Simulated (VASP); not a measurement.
# Al2O3 (P-6m2) in VASP: a series of runs

Al2O3 is run at these levels: revPBE+D3(BJ), r2SCAN; tasks: relaxation of cell and atoms, single point.

Program: VASP 6.6.1. These are calculated values, not measurements. Logs are shortened: lines on timing, memory, paths and dates and some standing lists are left out, and cuts for length are marked.

**1. The cell of the first run**

Symmetry: P-6m2, No. 187, hexagonal system. The conventional cell has a = 2.884 Å, b = 2.884 Å, c = 9.337 Å, α = 90.00°, β = 90.00°, γ = 120.00°. Al (site symmetry 3m) has 6 O at 1.80 to 2.18 Å within 2.4 Å. O (site symmetry 3m) has 3 Al at 1.80 Å within 2.4 Å. O (site symmetry -6m2) has 6 Al at 2.18 Å and 12 O at 2.66 to 2.88 Å within 2.9 Å.

**2. Relaxation of cell and atoms, revPBE+D3(BJ)**

Input file INCAR:

```
PREC = Accurate ; ENCUT = 600
EDIFF = 1E-6 ; ISMEAR = -1
SIGMA = 0.05 ; LREAL = F
LASPH = T ; NELM = 100
ALGO = Normal ; ISIF = 3
LWAVE = F ; LCHARG = F
GGA = RE ; IVDW = 12
IBRION = 2 ; NSW = 60
EDIFFG = -0.01
```

Input file KPOINTS:

```
Automatic mesh
0
Gamma
  11 11 3
```

Input file POSCAR:

```
Al2O3
1.0
    2.8843249483      0.0000000000      0.0000000000
   -1.4421624742      2.4978986780      0.0000000000
    0.0000000000      0.0000000000      9.3367544600
Al O
2 3
Direct
    0.0000000000      0.0000000000      0.8500076700
    0.0000000000      0.0000000000      0.1499923300
    0.3333333333      0.6666666667      0.7776830800
    0.6666666667      0.3333333333      0.0000000000
    0.3333333333      0.6666666667      0.2223169200
```

Potentials or basis: VASP PAW PBE potentials, release 64 (Al, O).

On the command line:

```console
$ cat potpaw_PBE.64/Al/POTCAR potpaw_PBE.64/O/POTCAR > POTCAR
$ mpirun -np 1 vasp_std > vasp.out
```

OUTCAR:

```text
PREC = Accurate
   ENCUT = 600
   EDIFF = 1E-6
   ISMEAR = -1
   LREAL = F
   LASPH = T
   NELM = 100
   ISIF = 3
   GGA = RE
   IVDW = 12
   IBRION = 2
   NSW = 60
   EDIFFG = -0.01
 IVDW          = 12

 ion  position               nearest neighbor table
   1  0.000  0.000  0.850-   3 1.80   3 1.80   3 1.80   4 2.18   4 2.18   4 2.18   2 2.80
   2  0.000  0.000  0.150-   5 1.80   5 1.80   5 1.80   4 2.18   4 2.18   4 2.18   1 2.80
   3  0.333  0.667  0.778-   1 1.80   1 1.80   1 1.80
   4  0.667  0.333  0.000-   1 2.18   2 2.18   1 2.18   2 2.18   1 2.18   2 2.18
   5  0.333  0.667  0.222-   2 1.80   2 1.80   2 1.80

  LATTYP: Found a hexagonal cell.
 ALAT       =     2.8843249483
 C/A-ratio  =     3.2370674689

  Lattice vectors:

 A1 = (   2.8843249483,   0.0000000000,   0.0000000000)
 A2 = (  -1.4421624742,   2.4978986780,   0.0000000000)
 A3 = (   0.0000000000,   0.0000000000,   9.3367544600)

Analysis of symmetry for initial positions (statically):
=====================================================================
 Subroutine PRICEL returns:
 Original cell was already a primitive cell.

 Routine SETGRP: Setting up the symmetry group for a
 hexagonal supercell.

 Subroutine GETGRP returns: Found 12 space group operations
 (whereof 12 operations were pure point group operations)
 out of a pool of 24 trial point group operations.

The static configuration has the point symmetry D_3h.

Analysis of symmetry for dynamics (positions and initial velocities):
=====================================================================
 Subroutine PRICEL returns:
 Original cell was already a primitive cell.

 Routine SETGRP: Setting up the symmetry group for a
 hexagonal supercell.

 Subroutine GETGRP returns: Found 12 space group operations
 (whereof 12 operations were pure point group operations)
 out of a pool of 24 trial point group operations.

The dynamic configuration has the point symmetry D_3h.

 Subroutine INISYM returns: Found 12 space group operations
 (whereof 12 operations are pure point group operations),
 and found     1 'primitive' translations

----------------------------------------------------------------------------------------

                                     Primitive cell

  volume of cell :      67.2690

  direct lattice vectors                    reciprocal lattice vectors
     2.884324948  0.000000000  0.000000000     0.346701574  0.200168247  0.000000000
    -1.442162474  2.497898678  0.000000000     0.000000000  0.400336494  0.000000000
     0.000000000  0.000000000  9.336754460     0.000000000  0.000000000  0.107103598

  length of vectors
     2.884324948  2.884324948  9.336754460     0.400336494  0.400336494  0.107103598

  position of ions in fractional coordinates (direct lattice)
     0.000000000  0.000000000  0.850007670
     0.000000000  0.000000000  0.149992330
     0.333333333  0.666666667  0.777683080
     0.666666667  0.333333333  0.000000000
     0.333333333  0.666666667  0.222316920

  ion indices of the primitive-cell ions
   primitive index   ion index
                 1           1
                 2           2
                 3           3
                 4           4
                 5           5

----------------------------------------------------------------------------------------

 KPOINTS: Automatic mesh

Automatic generation of k-mesh.
 Grid dimensions read from file:
 generate k-points for:   11   11    3

 Generating k-lattice:

  Cartesian coordinates                     Fractional coordinates (reciprocal lattice)
     0.031518325  0.018197113  0.000000000     0.090909091  0.000000000  0.000000000
     0.000000000  0.036394227  0.000000000     0.000000000  0.090909091  0.000000000
     0.000000000  0.000000000  0.035701199     0.000000000  0.000000000  0.333333333

  Length of vectors
     0.036394227  0.036394227  0.035701199

  Shift w.r.t. Gamma in fractional coordinates (k-lattice)
     0.000000000  0.000000000  0.000000000

 Subroutine IBZKPT returns following result:
 ===========================================

 Found     32 irreducible k-points:

 Following reciprocal coordinates:
            Coordinates               Weight
  0.000000  0.000000  0.000000      1.000000
  0.090909 -0.000000  0.000000      6.000000
  0.181818 -0.000000  0.000000      6.000000
  0.272727  0.000000  0.000000      6.000000
  0.363636  0.000000  0.000000      6.000000
  0.454545 -0.000000  0.000000      6.000000
[... 16 lines left out ...]
  0.090909  0.090909  0.333333     12.000000
  0.181818  0.090909  0.333333     24.000000
 [... further k-points ...]
   k-points           NKPTS =     32   k-points in BZ     NKDIM =     32   number of bands    NBANDS=     16
   number of dos      NEDOS =    301   number of ions     NIONS =      5
   total plane-waves  NPLWV =  46080
   dimension x,y,z NGX =    24 NGY =   24 NGZ =   80
   dimension x,y,z NGXF=    48 NGYF=   48 NGZF=  160
   ions per type =               2   3
   NGX,Y,Z   is equivalent  to a cutoff of  13.83, 13.83, 14.24 a.u.
   NGXF,Y,Z  is equivalent  to a cutoff of  27.67, 27.67, 28.49 a.u.
 SYSTEM =  unknown system
   PREC   = accura    normal or accurate (medium, high low for compatibility)
   ISTART =      0    job   : 0-new  1-cont  2-samecut
   ICHARG =      2    charge: 1-file 2-atom 10-const
   ISPIN  =      1    spin polarized calculation?
   LNONCOLLINEAR =      F non collinear calculations
   LSORBIT =      F    spin-orbit coupling
   LASPH  =      T    aspherical Exc in radial PAW
   ENCUT  =  600.0 eV  44.10 Ry    6.64 a.u.   5.76  5.76 18.65*2*pi/ulx,y,z
   NELM   =    100;   NELMIN=  2; NELMDL= -5     # of ELM steps
   EDIFF  = 0.1E-05   stopping-criterion for ELM
   LREAL  =      F    real-space projection
   EDIFFG = -.1E-01   stopping-criterion for IOM
   NSW    =     60    number of steps for IOM
   IBRION =      2    ionic relax: 0-MD 1-quasi-New 2-CG
   NFREE  =      1    steps in history (QN), initial steepest desc. (CG)
   ISIF   =      3    stress and relaxation
   ISYM   =      2    0-nonsym 1-usesym 2-fastsym
   POTIM  = 0.5000    time-step for ionic-motion
   TEBEG  =    0.0;   TEEND  =   0.0 temperature during run
   PSTRESS=    0.0 pullay stress
   NELECT =      24.0000    total number of electrons
   NUPDOWN=      -1.0000    fix difference up-down
   EMIN   =  10.00;   EMAX   =-10.00  energy-range for DOS
   EFERMI =   0.00;   METHOD = LEGACY
   ISMEAR =    -1;   SIGMA  =   0.05  broadening in eV -4-tet -1-fermi 0-gaus
   EFERMI_NEDOS =   21; number of points for ismear=-14 and -15
   IALGO  =     38    algorithm
   IMIX   =      4    mixing-type and parameters
     AMIX     =   0.40;   BMIX     =  1.00
     AMIX_MAG =   1.60;   BMIX_MAG =  1.00
  volume/ion in A,a.u.               =      13.45        90.79
  Fermi-wavevector in a.u.,A,eV,Ry     =   1.161111  2.194181 18.343074  1.348178
  Thomas-Fermi vector in A             =   2.297686
   LORBIT       =      0    0 simple, 1 ext, 2 COOP (PROOUT), +10 PAW based schemes
   GGA     = RE    functional components
   LHFCALC =     F    Hartree Fock is set to
   AEXX    =    0.0000 exact exchange contribution
   IVDW    =    12    specifies the selected vdW correction
   LEPSILON=     F    determine dielectric tensor
   LRPA    =     F    only Hartree local field effects (RPA)
 conjugate gradient relaxation of ions
 non-spin polarized calculation
  energy-cutoff  :      600.00
  volume of cell :       67.27
 maximum number of plane-waves:      2260
 NGX is ok and might be reduce to    24
   NGX = 11   NGY = 11   NGZ = 37

--------------------------------------- Ionic step        1  -------------------------------------------

 number of electron      23.9999993 magnetization

 Free energy of the ion-electron system (eV)
  ---------------------------------------------------
  ext. energy  EPLUGINS =         0.00000000
  ---------------------------------------------------
  free energy    TOTEN  =       -34.91065115 eV

  energy without entropy =      -34.91065115  energy(sigma->0) =      -34.91065115

------------------------ aborting loop because EDIFF is reached ----------------------------------------

 Edisp (eV)   -1.67731

 E8    (eV) :    -1.1056

  FORCE on cell =-STRESS in cart. coord.  units (eV):
  Direction    XX          YY          ZZ          XY          YZ          ZX
  --------------------------------------------------------------------------------------
  -------------------------------------------------------------------------------------
  Total      -0.84112    -0.84112    -0.60022     0.00000     0.00000     0.00000
  in kB     -20.03324   -20.03324   -14.29565     0.00000     0.00000     0.00000
  external pressure =      -18.12 kB  Pullay stress =        0.00 kB
[... 106 lines left out ...]
  FREE ENERGIE OF THE ION-ELECTRON SYSTEM (eV)
  ---------------------------------------------------
  free  energy   TOTEN  =       -36.5950282377 eV

  energy  without entropy=      -36.5950282376  energy(sigma->0) =      -36.59502824

 E-fermi :   4.5290     XC(G=0):  -9.7539

 val. band max:        3.4064093401   @ k =   0.0909   0.0909   0.0000
 cond. band min:       8.2127341083   @ k =   0.0000   0.0000   0.0000
 fundamental gap:      4.8063247681
 Fermi energy:         4.5289967253

 k-point     1 :       0.0000    0.0000    0.0000
  band No.  band energies     occupation
      1     -16.0727      2.00000
      2     -14.5846      2.00000
      3     -13.4539      2.00000
      4      -1.8544      2.00000
      5       1.0500      2.00000
      6       1.4700      2.00000
[... 8 lines left out ...]
     15      12.1090      0.00000
     16      14.5431      0.00000
[... 420 lines left out ...]
  band No.  band energies     occupation
      1     -15.3784      2.00000
      2     -14.1080      2.00000
      3     -13.2637      2.00000
      4      -1.8115      2.00000
      5      -1.0165      2.00000
      6       0.0345      2.00000
[... 8 lines left out ...]
     15      13.5771      0.00000
     16      15.2116      0.00000

 [... further k-points ...]

[... ionic steps 4 to 36 ...]

--------------------------------------- Ionic step       37  -------------------------------------------

 number of electron      23.9999997 magnetization

------------------------ aborting loop because EDIFF is reached ----------------------------------------

 Edisp (eV)   -1.95429

 E8    (eV) :    -1.2736
[... 75 lines left out ...]
  energy  without entropy=      -36.7786833498  energy(sigma->0) =      -36.77868335

--------------------------------------- Ionic step       39  -------------------------------------------

 number of electron      23.9999997 magnetization

 Free energy of the ion-electron system (eV)
  ---------------------------------------------------
  ext. energy  EPLUGINS =         0.00000000
  ---------------------------------------------------
  free energy    TOTEN  =       -34.82221216 eV

  energy without entropy =      -34.82221216  energy(sigma->0) =      -34.82221216

 E-fermi :   5.3157     XC(G=0): -10.2785

 val. band max:        4.2393991421   @ k =   0.0909   0.0909   0.0000
 cond. band min:       8.8234586906   @ k =   0.0000   0.0000   0.0000
 fundamental gap:      4.5840595485
 Fermi energy:         5.3156878919

 k-point     1 :       0.0000    0.0000    0.0000
  band No.  band energies     occupation
      1     -14.9474      2.00000
      2     -13.7827      2.00000
      3     -12.7361      2.00000
      4      -1.0181      2.00000
      5       1.4416      2.00000
      6       2.4790      2.00000
[... 8 lines left out ...]
     15      12.7374      0.00000
     16      16.6144      0.00000
[... 420 lines left out ...]
  band No.  band energies     occupation
      1     -14.2583      2.00000
      2     -13.3650      2.00000
      3     -12.4774      2.00000
      4      -0.9724      2.00000
      5       0.1356      2.00000
      6       0.8712      2.00000
[... 8 lines left out ...]
     15      14.2748      0.00000
     16      15.7180      0.00000

 [... further k-points ...]

------------------------ aborting loop because EDIFF is reached ----------------------------------------

 Edisp (eV)   -1.95726

 E8    (eV) :    -1.2755

  FORCE on cell =-STRESS in cart. coord.  units (eV):
  Direction    XX          YY          ZZ          XY          YZ          ZX
  --------------------------------------------------------------------------------------
  -------------------------------------------------------------------------------------
  Total      -0.01720    -0.01720    -0.01668     0.00000     0.00000     0.00000
  in kB      -0.54263    -0.54263    -0.52624     0.00000     0.00000     0.00000
  external pressure =       -0.54 kB  Pullay stress =        0.00 kB
[... 20 lines left out ...]
  FREE ENERGIE OF THE ION-ELECTRON SYSTEM (eV)
  ---------------------------------------------------
  free  energy   TOTEN  =       -36.7794750027 eV

  energy  without entropy=      -36.7794750027  energy(sigma->0) =      -36.77947500

 reached required accuracy - stopping structural energy minimisation
```

Wall time 21 min (1 thread of AMD EPYC 7R13, shared host); peak memory 0.21 GiB.

What came out:

```yaml
Free_energy: -36.7795 eV
Relaxed_volume: 10.16 Å³/atom
Relaxed_cell: a = 2.864 Å, b = 2.864 Å, c = 7.150 Å, α = 90.00°, β = 90.00°, γ = 120.00°
Space_group_after_relaxing_to_0.05_Å: P-6m2 (No. 187)
Energy_gained_by_relaxing: 38.3 meV/atom
Ionic_steps: 39
Pressure_after_relaxing: -0.1 GPa
Largest_force_after_relaxing: 0.010 eV/Å
Band_gap_on_the_k_mesh: 4.58 eV, indirect (least direct gap 4.69 eV)
Dispersion_energy_per_atom: -0.391 eV
```

Forces on the atoms (eV/Å):
```
Al   0.000  0.000  0.004
Al   0.000  0.000 -0.004
O    0.000  0.000  0.010
O    0.000  0.000  0.000
O    0.000  0.000 -0.010
```

Step by step:
| step | energy change (eV) | largest force (eV/Å) | pressure (GPa) | volume (Å³) |
| --- | --- | --- | --- | --- |
| 1 | 0.0000 | 0.1709 | -1.81 | 67.27 |
| 2 | -0.0054 | 0.1421 | 1.09 | 65.80 |
| 3 | -0.0071 | 0.1237 | 0.12 | 66.27 |
| 4 | -0.0077 | 0.1383 | -0.24 | 66.25 |
| 5 | -0.0077 | 0.1144 | -0.18 | 66.25 |
| 6 | -0.0085 | 0.1009 | -0.19 | 66.16 |
| 7 | -0.0105 | 0.0634 | -0.23 | 65.88 |
| 8 | -0.0124 | 0.0640 | -0.28 | 65.33 |
| 9 | -0.0128 | 0.0619 | -0.29 | 65.28 |
| 10 | -0.0141 | 0.0602 | -0.28 | 65.12 |
| 11 | -0.0168 | 0.0540 | -0.25 | 64.81 |
| 12 | -0.0223 | 0.0404 | -0.21 | 64.18 |
| 13 | -0.0344 | 0.0179 | -0.08 | 62.94 |
| 14 | -0.0614 | 0.0747 | 0.37 | 60.45 |
| 15 | -0.1182 | 0.3202 | 2.10 | 55.47 |
| 16 | 0.1331 | 0.6313 | 13.40 | 45.54 |
| 17 | -0.0480 | 0.7723 | 6.36 | 53.66 |
| 18 | -0.0153 | 0.9826 | 9.58 | 49.60 |
| 19 | 0.0503 | 1.0129 | 11.95 | 47.57 |
| 20 | 0.0147 | 1.0177 | 10.78 | 48.53 |
| 21 | 0.0258 | 1.0205 | 11.18 | 48.20 |
| 22 | 0.0255 | 1.0168 | 11.18 | 48.17 |
| 23 | 0.0249 | 1.0061 | 11.18 | 48.08 |
| 24 | 0.0242 | 0.9839 | 11.18 | 47.91 |
| 25 | 0.0251 | 0.9351 | 11.25 | 47.56 |
| 26 | 0.0244 | 0.9652 | 11.22 | 47.77 |
| 27 | 0.0233 | 0.9622 | 11.18 | 47.78 |
| 28 | 0.0200 | 0.9544 | 11.06 | 47.80 |
| 29 | 0.0136 | 0.9395 | 10.80 | 47.86 |
| 30 | 0.0012 | 0.9088 | 10.31 | 47.97 |
| 31 | -0.0224 | 0.8475 | 9.34 | 48.19 |
| 32 | -0.0641 | 0.7276 | 7.45 | 48.63 |
| 33 | -0.1269 | 0.4950 | 3.90 | 49.51 |
| 34 | -0.1753 | 0.0816 | -2.39 | 51.30 |
| 35 | -0.1808 | 0.0754 | -1.88 | 51.20 |
| 36 | -0.1891 | 0.1949 | -0.25 | 50.90 |
| 37 | -0.1893 | 0.2309 | -0.01 | 50.85 |
| 38 | -0.1907 | 0.1410 | -0.03 | 50.82 |
| 39 | -0.1915 | 0.0097 | -0.05 | 50.78 |

Final structure:
```xyz
5
Lattice="2.8636 0.0000 0.0000 -1.4318 2.4800 0.0000 0.0000 0.0000 7.1504" Properties=species:S:1:pos:R:3 pbc="T T T"
Al    0.0000    0.0000    5.7590
Al    0.0000    0.0000    1.3914
O     0.0000    1.6533    5.0742
O     1.4318    0.8267    0.0000
O     0.0000    1.6533    2.0762
```

Levels at points of the mesh, in eV from the valence-band top:
```tsv
k point	band 9	band 10	band 11	band 12	band 13	band 14	band 15	band 16
(0.00, 0.00, 0.00)	-1.45	-0.86	-0.86	-0.10	4.58	7.62	8.50	12.38
```

Caveat: the volume moved by over 15 % at a fixed basis, so the end points are rough; the PAW data sets were made with another functional, which shifts forces and pressure a little.

**3. Single point, r2SCAN**

This run uses another cell than the first one, of 10.82 Å³/atom, 0.804 times its volume.

Input file POSCAR:

```
Al2O3
1.0
    2.8556671459      0.0000000000      0.0000000000
   -1.4278335730      2.4730802931      0.0000000000
    0.0000000000      0.0000000000      7.6615466439
Al O
2 3
Direct
    0.0000000000      0.0000000000      0.8190613752
    0.0000000000      0.0000000000      0.1809386248
    0.3333333333      0.6666666667      0.7320011156
    0.6666666667      0.3333333333      0.0000000000
    0.3333333333      0.6666666667      0.2679988844
```

Input file INCAR.step1:

```
SYSTEM = Al2O3
PREC = Accurate
ENCUT = 520
ISMEAR = -1
SIGMA = 0.05
LREAL = .False.
LASPH = .True.
NELM = 80
NBANDS = 20
GGA = PE
ALGO = Normal
EDIFF = 1E-4
LWAVE = .True.
LCHARG = .False.
```

Input file INCAR.step2:

```
SYSTEM = Al2O3
PREC = Accurate
ENCUT = 520
EDIFF = 1E-7
ISMEAR = -1
SIGMA = 0.05
LREAL = .False.
LASPH = .True.
NELM = 80
ALGO = Normal
ISIF = 2
LWAVE = .False.
LCHARG = .False.
METAGGA = R2SCAN
LMIXTAU = .True.
NBANDS = 20
ISTART = 1
```

Input file KPOINTS:

```
Automatic mesh
0
Gamma
  11 11 3
  0 0 0
```

Potentials or basis: VASP PAW PBE potentials, release 64 (Al, O).

On the command line:

```console
$ cat potpaw_PBE.64/Al/POTCAR potpaw_PBE.64/O/POTCAR > POTCAR
$ cp INCAR.step1 INCAR
$ mpirun -np 1 vasp_std > vasp.out
$ cp INCAR.step2 INCAR
$ mpirun -np 1 vasp_std > vasp.out
```

Wall time 98 s (1 thread of Intel Xeon 6975P-C, shared host); peak memory 0.2 GiB.

The run converged. Its results:

```yaml
Free_energy: -46.8273 eV
Pressure: -0.2 GPa
Largest_force: 0.039 eV/Å
Band_gap_on_the_k_mesh: 5.63 eV, indirect (least direct gap 5.81 eV)
```

Forces in eV/Å, atoms in the order of the input:
```
Al   0.000  0.000 -0.021
Al   0.000  0.000  0.021
O    0.000  0.000  0.039
O    0.000  0.000  0.000
O    0.000  0.000 -0.039
```

Stress tensor (GPa, compression positive):
```
 0.03  0.00  0.00
 0.00  0.03  0.00
 0.00  0.00 -0.52
```

Levels at points of the mesh, in eV from the valence-band top:
| k point | band 8 | band 9 | band 10 | band 11 | band 12 | band 13 | band 14 | band 15 | band 16 | band 17 |
| --- | --- | --- | --- | --- | --- | --- | --- | --- | --- | --- |
| (0.00, 0.00, 0.00) | -1.40 | -1.40 | -0.70 | -0.70 | -0.18 | 5.63 | 8.50 | 9.45 | 11.80 | 15.23 |

Caveat: the PAW data sets were made with another functional, which shifts forces and pressure a little. r2SCAN opens gaps a little over a GGA but as a rule still falls short of measured ones.
